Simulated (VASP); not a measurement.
# MgI2 (P-3m1) in VASP: a series of runs, part 3 of 3

VASP 6.6.1. Earlier steps stand in the parts before.

## (5) Single point, PBEsol

This run uses another cell than the first one, of 33.86 Å³/atom, 1.022 times its volume.

Input file INCAR:

```
SYSTEM = MgI2
PREC     = Accurate       ! precision mode
ENCUT    = 520            ! plane-wave cutoff, eV
EDIFF    = 1E-6           ! SCF threshold, eV
ISMEAR   = 0              ! smearing method
SIGMA    = 0.02           ! smearing width, eV
LREAL    = .False.        ! projectors in reciprocal space
LASPH    = .True.         ! aspherical terms in the spheres
NELM     = 60             ! most SCF steps
ALGO     = Normal         ! electronic algorithm
ISIF     = 2              ! what is computed and relaxed
LWAVE    = .False.        ! write WAVECAR
LCHARG   = .False.        ! write CHGCAR
GGA      = PS             ! functional
NBANDS   = 15             ! bands
```

Input file KPOINTS:

```
regular mesh
0
Gamma
  6 6 4
  0 0 0
```

Input file POSCAR:

```
MgI2
1.0
    4.0687646488      0.0000000000      0.0000000000
   -2.0343823244      3.5236535479      0.0000000000
    0.0000000000      0.0000000000      7.0849064221
Mg I
1 2
Direct
    0.0000000000      0.0000000000      0.0000000000
    0.3333333333      0.6666666667      0.7613410835
    0.6666666667      0.3333333333      0.2386589165
```

Potentials or basis: VASP PAW PBE potentials, release 64 (Mg, I).

Command:

```
$ cat potpaw_PBE.64/Mg/POTCAR potpaw_PBE.64/I/POTCAR > POTCAR
$ mpirun -np 1 vasp_std > vasp.out
```

OUTCAR:

```text
SYSTEM = MgI2
   PREC = Accurate
   ENCUT = 520
   EDIFF = 1E-6
   ISMEAR = 0
   LREAL = .False.
   LASPH = .True.
   NELM = 60
   ISIF = 2
   GGA = PS

 ion  position               nearest neighbor table
   1  0.000  0.000  0.000-   2 2.89   3 2.89   3 2.89   2 2.89   3 2.89   2 2.89
   2  0.333  0.667  0.761-   1 2.89   1 2.89   1 2.89
   3  0.667  0.333  0.239-   1 2.89   1 2.89   1 2.89

  LATTYP: Found a hexagonal cell.
 ALAT       =     4.0687646488
 C/A-ratio  =     1.7412917762

  Lattice vectors:
[... 620 lines left out ...]

  FORCE on cell =-STRESS in cart. coord.  units (eV):
  Direction    XX          YY          ZZ          XY          YZ          ZX
  --------------------------------------------------------------------------------------
  -------------------------------------------------------------------------------------
  Total        0.5457502      0.5457502     -0.0147637      0.0000000      0.0000000      0.0000000
  in kB        8.6082453      8.6082453     -0.2328711      0.0000000      0.0000000      0.0000000
  external PRESSURE =       5.6612065 kB  Pullay stress =       0.0000000 kB

 VOLUME and BASIS-vectors are now :
 -----------------------------------------------------------------------------
  energy-cutoff  :      520.00
  volume of cell :      101.58
      direct lattice vectors                 reciprocal lattice vectors
     4.068764649  0.000000000  0.000000000     0.245774845  0.141898173  0.000000000
    -2.034382324  3.523653548  0.000000000     0.000000000  0.283796346  0.000000000
     0.000000000  0.000000000  7.084906422     0.000000000  0.000000000  0.141145125

 POSITION                                       TOTAL-FORCE (eV/Angst)
 -----------------------------------------------------------------------------------
      0.00000      0.00000      0.00000         0.000000      0.000000      0.000000
     -0.00000      2.34910      5.39403        -0.000000     -0.000000      0.003680
      2.03438      1.17455      1.69088         0.000000      0.000000     -0.003680
 -----------------------------------------------------------------------------------
    total drift:                               -0.000000      0.000000     -0.000000

  FREE ENERGIE OF THE ION-ELECTRON SYSTEM (eV)
  ---------------------------------------------------
  free  energy   TOTEN  =        -8.4140829010 eV

  energy  without entropy=       -8.4140829010  energy(sigma->0) =       -8.41408290
```

stdout:

```text
POSCAR found type information on POSCAR MgI
 POSCAR found :  2 types and       3 ions
 scaLAPACK will be used
 -----------------------------------------------------------------------------
|                                                                             |
|                                                                             |
|     You enforced a specific xc type in the INCAR file but a different       |
|     I HOPE YOU KNOW WHAT YOU ARE DOING!                                     |
|                                                                             |
 -----------------------------------------------------------------------------

 LDA part: xc-table for (Slater+PW92), standard interpolation
 POSCAR, INCAR and KPOINTS ok, starting setup
 FFT: planning ... GRIDC
 FFT: planning ... GRID_SOFT
 FFT: planning ... GRID
 WAVECAR not read
 entering main loop
```

Wall time 30 s (1 thread of Intel Xeon Platinum 8259CL at 2.50GHz (Skylake/Cascade Lake), shared host); peak memory 0.22 GiB.

Results:

- Free energy: -8.4141 eV
- Pressure: 0.6 GPa
- Largest force: 0.004 eV/Å
- Band gap on the k mesh: 3.47 eV, indirect (least direct gap 3.72 eV)

Forces in eV/Å, atoms in the order of the input:
```
Mg   0.000  0.000  0.000
I    0.000  0.000  0.004
I    0.000  0.000 -0.004
```

Levels at points of the mesh, in eV from the valence-band top:
```tsv
k point	band 5	band 6	band 7	band 8	band 9	band 10	band 11	band 12
(0.00, 0.00, 0.00)	-0.35	-0.26	0.00	0.00	3.72	4.79	6.79	6.79
(0.50, 0.00, 0.00)	-1.96	-1.34	-1.01	-0.50	3.60	5.19	5.28	7.01
(0.00, 0.00, 0.50)	-0.28	-0.28	-0.08	-0.08	4.74	4.85	6.65	6.65
(0.50, 0.00, 0.50)	-1.35	-1.21	-0.94	-0.68	3.47	5.01	5.35	5.87
```

Caveat: the PAW data sets were made with another functional, which shifts forces and pressure a little; spin-orbit coupling is left out, which moves the levels of the heavy elements; this functional lacks dispersion, which binds the layers, so the pressure and a relaxed spacing across them are unreliable.

## (6) The runs side by side

| cell | gap on the mesh (eV) | pressure (GPa) | largest force (eV/Å) |
| --- | --- | --- | --- |
| a = 4.007, b = 4.007, c = 7.151 Å, angles 90.0, 90.0, 120.0°, 3 atoms | 3.41 | 1.4 | 0.03 |
| a = 4.069, b = 4.069, c = 7.085 Å, angles 90.0, 90.0, 120.0°, 3 atoms | 3.47 | 0.6 | - |
| a = 4.069, b = 4.069, c = 7.088 Å, angles 90.0, 90.0, 120.0°, 3 atoms | 3.49 | 0.7 | 0.04 |

Alike in all rows: task single point; level PBEsol; potentials or basis VASP PAW PBE potentials, release 64 (Mg, I); no spin polarisation; k mesh 6 × 6 × 4; cutoff (eV) 520; smearing gaussian 0.02 eV.

Caveats: the PAW data sets were made with another functional, which shifts forces and pressure a little; spin-orbit coupling is left out, which moves the levels of the heavy elements; this functional lacks dispersion, which binds the layers, so the pressure and a relaxed spacing across them are unreliable.

Absolute energies hang on the potentials; compare differences alone.
